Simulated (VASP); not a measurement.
Here is a VASP 6.6.1 calculation.

Contents of INCAR:

```
SYSTEM = KMgH3
  PREC = Accurate
  ENCUT = 520
  EDIFF = 1E-6
  ISMEAR = 0
  SIGMA = 0.05
  LREAL = .FALSE.
  LASPH = .TRUE.
  NELM = 80
  ALGO = Normal
  ISIF = 2
  LWAVE = .FALSE.
  LCHARG = .TRUE.
  LELF = .TRUE.
  LVHAR = .TRUE.
  NBANDS = 15
```

Contents of KPOINTS:

```
Automatic mesh
0
G
  8 8 8
  0 0 0
```

Contents of POSCAR:

```
KMgH3
1.0
    4.0250000000      0.0000000000      0.0000000000
    0.0000000000      4.0250000000      0.0050312500
    0.0000000000      0.0050312500      4.0250000000
K Mg H
1 1 3
Direct
    0.0000000000      0.0000000000      0.0000000000
    0.5000000000      0.5000000000      0.5000000000
    0.0000000000      0.5000000000      0.5000000000
    0.5000000000      0.0000000000      0.5000000000
    0.5000000000      0.5000000000      0.0000000000
```

Potentials or basis: VASP PAW LDA potentials, release 64 (K_sv, Mg, H).

Command:

```bash
$ cat potpaw_LDA.64/K_sv/POTCAR potpaw_LDA.64/Mg/POTCAR potpaw_LDA.64/H/POTCAR > POTCAR
$ mpirun -np 1 vasp_std > vasp.out
```

(1) Estimate the band gap on the k mesh.

(2) What does it give for the pressure?

## Answers

(1) 2.05 eV, indirect (least direct gap 4.21 eV).

(2) -3.2 GPa.

Caveat: the cell differs from its parent crystal (strain +0.0025 x Voigt [0, 0, 0, 1, 0, 0]).
